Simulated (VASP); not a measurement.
# SnO2 (I4_1/amd) in VASP: a series of runs

SnO2 is run at these levels: PBEsol; tasks: single point, relaxation of cell and atoms.

Everything below comes from runs of VASP 6.6.1. Logs are shortened: lines on timing, memory, paths and dates and some standing lists are left out, and cuts for length are marked.

## 1. The cell of the first run

It takes space group I4_1/amd (No. 141, tetragonal). The conventional cell has a = 4.011 Å, b = 4.011 Å, c = 10.245 Å, α = 90.00°, β = 90.00°, γ = 90.00°. Within 2.7 Å of Sn (site symmetry -4m2) lie 6 O at 2.06 to 2.08 Å. Within 2.7 Å of O (site symmetry 2mm) lie 3 Sn at 2.06 to 2.08 Å and 2 O at 2.56 Å.

## 2. Single point, PBEsol

Contents of INCAR:

```
PREC = Accurate ; ENCUT = 520
EDIFF = 1E-6 ; ISMEAR = 0
SIGMA = 0.02 ; LREAL = False
LASPH = True ; NELM = 100
ALGO = Normal ; ISIF = 2
LWAVE = False ; LCHARG = True
GGA = PS ; LELF = True
LVHAR = True ; NBANDS = 35
```

Contents of KPOINTS:

```
regular mesh
0
Gamma
  10 10 10
```

Contents of POSCAR:

```
SnO2
1.0
   -2.0054999726      2.0054999726      5.1227446976
    2.0054999726     -2.0054999726      5.1227446976
    2.0054999726      2.0054999726     -5.1227446976
Sn O
2 4
Direct
    0.7500000000      0.2500000000      0.5000000000
    0.0000000000      0.0000000000      0.0000000000
    0.7970812216      0.7970812216      0.0000000000
    0.9529187784      0.4529187784      0.5000000000
    0.2029187784      0.2029187784      0.0000000000
    0.5470812216      0.0470812216      0.5000000000
```

Potentials or basis: VASP PAW PBE potentials, release 64 (Sn_d, O).

The run is started by

```
$ cat potpaw_PBE.64/Sn_d/POTCAR potpaw_PBE.64/O/POTCAR > POTCAR
$ mpirun -np 1 vasp_std > vasp.out
```

OUTCAR:

```text
PREC = Accurate
   ENCUT = 520
   EDIFF = 1E-6
   ISMEAR = 0
   LREAL = False
   LASPH = True
   NELM = 100
   ISIF = 2
   GGA = PS

 ion  position               nearest neighbor table
   1  0.750  0.250  0.500-   3 2.06   5 2.06   3 2.06   5 2.06   4 2.08   6 2.08   2 3.25   2 3.25
                             2 3.25   2 3.25
   2  0.000  0.000  0.000-   6 2.06   4 2.06   6 2.06   4 2.06   3 2.08   5 2.08   1 3.25   1 3.25
                             1 3.25   1 3.25
   3  0.797  0.797  0.000-   1 2.06   1 2.06   2 2.08
   4  0.953  0.453  0.500-   2 2.06   2 2.06   1 2.08
   5  0.203  0.203  0.000-   1 2.06   1 2.06   2 2.08
   6  0.547  0.047  0.500-   2 2.06   2 2.06   1 2.08

  LATTYP: Found a body centered tetragonal cell.
 ALAT       =     4.0109999452
 C/A-ratio  =     2.5543479270

  Lattice vectors:

 A1 = (  -2.0054999726,   2.0054999726,   5.1227446976)
 A2 = (   2.0054999726,  -2.0054999726,   5.1227446976)
 A3 = (   2.0054999726,   2.0054999726,  -5.1227446976)

Analysis of symmetry for initial positions (statically):
=====================================================================
 Subroutine PRICEL returns:
 Original cell was already a primitive cell.

 Routine SETGRP: Setting up the symmetry group for a
 body centered tetragonal supercell.

 Subroutine GETGRP returns: Found 16 space group operations
 (whereof  8 operations were pure point group operations)
 out of a pool of 16 trial point group operations.

The static configuration has the point symmetry D_2d.
 The point group associated with its full space group is D_4h.

Analysis of symmetry for dynamics (positions and initial velocities):
=====================================================================
 Subroutine PRICEL returns:
 Original cell was already a primitive cell.

 Routine SETGRP: Setting up the symmetry group for a
 body centered tetragonal supercell.

 Subroutine GETGRP returns: Found 16 space group operations
 (whereof  8 operations were pure point group operations)
 out of a pool of 16 trial point group operations.

The dynamic configuration has the point symmetry D_2d.
 The point group associated with its full space group is D_4h.

 Subroutine INISYM returns: Found 16 space group operations
 (whereof  8 operations are pure point group operations),
 and found     1 'primitive' translations

----------------------------------------------------------------------------------------

                                     Primitive cell

  volume of cell :      82.4153

  direct lattice vectors                    reciprocal lattice vectors
    -2.005499973  2.005499973  5.122744698     0.000000000  0.249314389  0.097603927
     2.005499973 -2.005499973  5.122744698     0.249314389  0.000000000  0.097603927
     2.005499973  2.005499973 -5.122744698     0.249314389  0.249314389  0.000000000

  length of vectors
     5.855473808  5.855473808  5.855473808     0.267739035  0.267739035  0.352583790

  position of ions in fractional coordinates (direct lattice)
     0.750000000  0.250000000  0.500000000
     0.000000000  0.000000000  0.000000000
     0.797081222  0.797081222  0.000000000
     0.952918778  0.452918778  0.500000000
     0.202918778  0.202918778  0.000000000
     0.547081222  0.047081222  0.500000000

  ion indices of the primitive-cell ions
   primitive index   ion index
                 1           1
                 2           2
                 3           3
                 4           4
                 5           5
                 6           6

----------------------------------------------------------------------------------------

 KPOINTS: regular mesh

Automatic generation of k-mesh.
 Grid dimensions read from file:
 generate k-points for:   10   10   10

 Generating k-lattice:

  Cartesian coordinates                     Fractional coordinates (reciprocal lattice)
     0.000000000  0.024931439  0.009760393     0.100000000  0.000000000  0.000000000
     0.024931439  0.000000000  0.009760393     0.000000000  0.100000000  0.000000000
     0.024931439  0.024931439  0.000000000     0.000000000  0.000000000  0.100000000

  Length of vectors
     0.026773904  0.026773904  0.035258379

  Shift w.r.t. Gamma in fractional coordinates (k-lattice)
     0.000000000  0.000000000  0.000000000

 Subroutine IBZKPT returns following result:
 ===========================================

 Found    102 irreducible k-points:

 Following reciprocal coordinates:
            Coordinates               Weight
  0.000000  0.000000  0.000000      1.000000
  0.100000  0.000000 -0.000000      8.000000
  0.200000  0.000000 -0.000000      8.000000
  0.300000 -0.000000  0.000000      8.000000
  0.400000  0.000000 -0.000000      8.000000
  0.500000  0.000000  0.000000      4.000000
[... 16 lines left out ...]
  0.300000  0.300000  0.000000      8.000000
  0.400000  0.300000  0.000000     16.000000
 [... further k-points ...]
   k-points           NKPTS =    102   k-points in BZ     NKDIM =    102   number of bands    NBANDS=     35
   number of dos      NEDOS =    301   number of ions     NIONS =      6
   total plane-waves  NPLWV = 110592
   dimension x,y,z NGX =    48 NGY =   48 NGZ =   48
   dimension x,y,z NGXF=    96 NGYF=   96 NGZF=   96
   ions per type =               2   4
   NGX,Y,Z   is equivalent  to a cutoff of  13.63, 13.63, 13.63 a.u.
   NGXF,Y,Z  is equivalent  to a cutoff of  27.26, 27.26, 27.26 a.u.
 SYSTEM =  unknown system
   PREC   = accura    normal or accurate (medium, high low for compatibility)
   ISTART =      0    job   : 0-new  1-cont  2-samecut
   ICHARG =      2    charge: 1-file 2-atom 10-const
   ISPIN  =      1    spin polarized calculation?
   LNONCOLLINEAR =      F non collinear calculations
   LSORBIT =      F    spin-orbit coupling
   LASPH  =      T    aspherical Exc in radial PAW
   ENCUT  =  520.0 eV  38.22 Ry    6.18 a.u.  10.89 10.89 10.89*2*pi/ulx,y,z
   NELM   =    100;   NELMIN=  2; NELMDL= -5     # of ELM steps
   EDIFF  = 0.1E-05   stopping-criterion for ELM
   LREAL  =      F    real-space projection
   EDIFFG = 0.1E-04   stopping-criterion for IOM
   NSW    =      0    number of steps for IOM
   IBRION =     -1    ionic relax: 0-MD 1-quasi-New 2-CG
   NFREE  =      0    steps in history (QN), initial steepest desc. (CG)
   ISIF   =      2    stress and relaxation
   ISYM   =      2    0-nonsym 1-usesym 2-fastsym
   POTIM  = 0.5000    time-step for ionic-motion
   TEBEG  =    0.0;   TEEND  =   0.0 temperature during run
   PSTRESS=    0.0 pullay stress
   NELECT =      52.0000    total number of electrons
   NUPDOWN=      -1.0000    fix difference up-down
   EMIN   =  10.00;   EMAX   =-10.00  energy-range for DOS
   EFERMI =   0.00;   METHOD = LEGACY
   ISMEAR =     0;   SIGMA  =   0.02  broadening in eV -4-tet -1-fermi 0-gaus
   EFERMI_NEDOS =   21; number of points for ismear=-14 and -15
   IALGO  =     38    algorithm
   IMIX   =      4    mixing-type and parameters
     AMIX     =   0.40;   BMIX     =  1.00
     AMIX_MAG =   1.60;   BMIX_MAG =  1.00
  volume/ion in A,a.u.               =      13.74        92.69
  Fermi-wavevector in a.u.,A,eV,Ry     =   1.404128  2.653417 26.824901  1.971575
  Thomas-Fermi vector in A             =   2.526720
   LORBIT       =      0    0 simple, 1 ext, 2 COOP (PROOUT), +10 PAW based schemes
   GGA     = PS    functional components
   LHFCALC =     F    Hartree Fock is set to
   AEXX    =    0.0000 exact exchange contribution
   IVDW    =     0    specifies the selected vdW correction
   LEPSILON=     F    determine dielectric tensor
   LRPA    =     F    only Hartree local field effects (RPA)
 non-spin polarized calculation
 Gauss-broadening in eV      SIGMA  =   0.02
  energy-cutoff  :      520.00
  volume of cell :       82.42
 maximum number of plane-waves:      2260
 NGX is ok and might be reduce to    48
   NGX = 21   NGY = 21   NGZ = 21

 number of electron      52.0000004 magnetization

 Free energy of the ion-electron system (eV)
  ---------------------------------------------------
  ext. energy  EPLUGINS =         0.00000000
  ---------------------------------------------------
  free energy    TOTEN  =       -39.22257866 eV

  energy without entropy =      -39.22257866  energy(sigma->0) =      -39.22257866

 E-fermi :   3.9515     XC(G=0): -10.5221

 val. band max:        3.8589987870   @ k =  -0.4000   0.4000   0.0000
 cond. band min:       5.3987424726   @ k =   0.0000   0.0000   0.0000
 fundamental gap:      1.5397436856
 Fermi energy:         3.9514812301

 k-point     1 :       0.0000    0.0000    0.0000
  band No.  band energies     occupation
      1     -16.4498      2.00000
      2     -16.4223      2.00000
      3     -16.2839      2.00000
      4     -15.7412      2.00000
      5     -15.6295      2.00000
      6     -15.6295      2.00000
[... 27 lines left out ...]
     34      16.0657      0.00000
     35      16.0741      0.00000

 k-point     2 :       0.1000    0.0000   -0.0000
  band No.  band energies     occupation
      1     -16.4707      2.00000
      2     -16.3671      2.00000
      3     -16.2715      2.00000
      4     -15.7452      2.00000
      5     -15.6319      2.00000
      6     -15.6272      2.00000
[... 27 lines left out ...]
     34      15.6205      0.00000
     35      15.8868      0.00000

 k-point     3 :       0.2000    0.0000   -0.0000
  band No.  band energies     occupation
      1     -16.4770      2.00000
      2     -16.2994      2.00000
      3     -16.2090      2.00000
      4     -15.7557      2.00000
      5     -15.6379      2.00000
      6     -15.6214      2.00000
[... 27 lines left out ...]
     34      15.1891      0.00000
     35      15.4951      0.00000
[... 723 lines left out ...]
 k-point    23 :       0.3000    0.3000    0.0000
  band No.  band energies     occupation
      1     -16.3523      2.00000
      2     -16.2213      2.00000
      3     -15.9141      2.00000
      4     -15.7093      2.00000
      5     -15.6616      2.00000
      6     -15.5741      2.00000
[... 27 lines left out ...]
     34      15.0216      0.00000
     35      16.1343      0.00000

 k-point    24 :       0.4000    0.3000    0.0000
  band No.  band energies     occupation
      1     -16.3005      2.00000
      2     -16.1764      2.00000
      3     -15.8642      2.00000
      4     -15.7195      2.00000
      5     -15.6626      2.00000
      6     -15.5526      2.00000
[... 27 lines left out ...]
     34      15.0628      0.00000
     35      16.3930      0.00000

 [... further k-points ...]
[... 5 lines left out ...]
  --------------------------------------------------------------------------------------
  -------------------------------------------------------------------------------------
  Total        0.2928632      0.2928632      0.4520802      0.0000000      0.0000000      0.0000000
  in kB        5.6933428      5.6933428      8.7885664      0.0000000      0.0000000      0.0000000
  external PRESSURE =       6.7250840 kB  Pullay stress =       0.0000000 kB

 VOLUME and BASIS-vectors are now :
 -----------------------------------------------------------------------------
  energy-cutoff  :      520.00
  volume of cell :       82.42
      direct lattice vectors                 reciprocal lattice vectors
    -2.005499973  2.005499973  5.122744698     0.000000000  0.249314389  0.097603927
     2.005499973 -2.005499973  5.122744698     0.249314389  0.000000000  0.097603927
     2.005499973  2.005499973 -5.122744698     0.249314389  0.249314389  0.000000000

 POSITION                                       TOTAL-FORCE (eV/Angst)
 -----------------------------------------------------------------------------------
      0.00000      2.00550      2.56137        -0.000000     -0.000000      0.000000
      0.00000      0.00000      0.00000        -0.000000     -0.000000      0.000000
      0.00000      0.00000      8.16649        -0.000000     -0.000000     -0.030879
      0.00000      2.00550      4.64037         0.000000      0.000000      0.030879
      0.00000      0.00000      2.07900        -0.000000     -0.000000      0.030879
      0.00000      2.00550      0.48237         0.000000      0.000000     -0.030879
 -----------------------------------------------------------------------------------
    total drift:                                0.000000      0.000000      0.000000

  FREE ENERGIE OF THE ION-ELECTRON SYSTEM (eV)
  ---------------------------------------------------
  free  energy   TOTEN  =       -39.2225786644 eV

  energy  without entropy=      -39.2225786644  energy(sigma->0) =      -39.22257866
```

Wall time 6.6 min (1 thread of AMD EPYC 9R45 (Zen 5), shared host); peak memory 0.44 GiB.

What came out:

* Free energy: -39.2226 eV
* Pressure: 0.7 GPa
* Largest force: 0.031 eV/Å
* Band gap on the k mesh: 1.54 eV, indirect (least direct gap 1.91 eV)

Forces on the atoms (eV/Å):
```
Sn   0.000  0.000  0.000
Sn   0.000  0.000  0.000
O    0.000  0.000 -0.031
O    0.000  0.000  0.031
O    0.000  0.000  0.031
O    0.000  0.000 -0.031
```

Stress tensor (GPa, compression positive):
```
0.57 0.00 0.00
0.00 0.57 0.00
0.00 0.00 0.88
```

Levels at points of the mesh, in eV from the valence-band top:
```tsv
k point	band 23	band 24	band 25	band 26	band 27	band 28	band 29	band 30
(0.00, 0.00, 0.00)	-0.66	-0.66	-0.37	-0.37	1.54	5.51	9.23	9.72
(0.50, 0.00, 0.00)	-0.76	-0.75	-0.56	-0.38	4.86	6.14	7.82	8.49
(0.50, 0.50, 0.00)	-0.80	-0.80	-0.05	-0.05	7.21	7.21	7.55	7.55
(0.50, 0.50, 0.50)	-1.02	-1.02	-0.27	-0.27	4.20	4.20	7.56	7.56
```

Caveat: the PAW data sets were made with another functional, which shifts forces and pressure a little; spin-orbit coupling is left out, which moves the levels of the heavy elements. A k mesh can miss the band edges.

[end of part 1 of 3]
